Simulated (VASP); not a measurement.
Here is a VASP 6.6.1 calculation.

File INCAR:

```
PREC = Accurate
ENCUT = 700
EDIFF = 1E-6
ISMEAR = -1
SIGMA = 0.03
LREAL = False
LASPH = True
NELM = 120
ALGO = Normal
ISIF = 2
LWAVE = False
LCHARG = True
GGA = PS
LELF = True
LVHAR = True
NBANDS = 51
GGA_COMPAT = False
```

The input KPOINTS:

```
Automatic mesh
0
Gamma
  6 6 6
```

Contents of POSCAR:

```
LuAsF6
1.0
    2.8859484742      1.6662031284      4.8263507614
   -2.8859484742      1.6662031284      4.8263507614
    0.0000000000     -3.3324062569      4.8263507614
Lu As F
1 1 6
Direct
    0.5000000000      0.5000000000      0.5000000000
    0.0000000000      0.0000000000      0.0000000000
    0.6919689443      0.8182244350      0.2446197554
    0.8182244350      0.2446197554      0.6919689443
    0.7553802446      0.3080310557      0.1817755650
    0.1817755650      0.7553802446      0.3080310557
    0.3080310557      0.1817755650      0.7553802446
    0.2446197554      0.6919689443      0.8182244350
```

Potentials or basis: VASP PAW PBE potentials, release 64 (Lu, As_d, F).

Command:

```console
$ cat potpaw_PBE.64/Lu/POTCAR potpaw_PBE.64/As_d/POTCAR potpaw_PBE.64/F/POTCAR > POTCAR
$ mpirun -np 1 vasp_std > vasp.out
```

Question: Estimate the largest force.

Answer: 0.063 eV/Å.

Question: What does it give for the pressure?

Answer: 0.1 GPa.

Question: Predict the band gap on the k mesh.

Answer: 4.59 eV (least direct gap 4.62 eV).

Forces on the atoms (eV/Å):
```
Lu   0.000  0.000  0.000
As   0.000  0.000  0.000
F   -0.015  0.049  0.036
F    0.050 -0.012  0.036
F    0.035  0.038 -0.036
F   -0.050  0.012 -0.036
F    0.015 -0.049 -0.036
F   -0.035 -0.038  0.036
```

Caveat: the PAW data sets were made with another functional, which shifts forces and pressure a little; spin-orbit coupling is left out, which moves the levels of the heavy elements. A k mesh can miss the band edges.
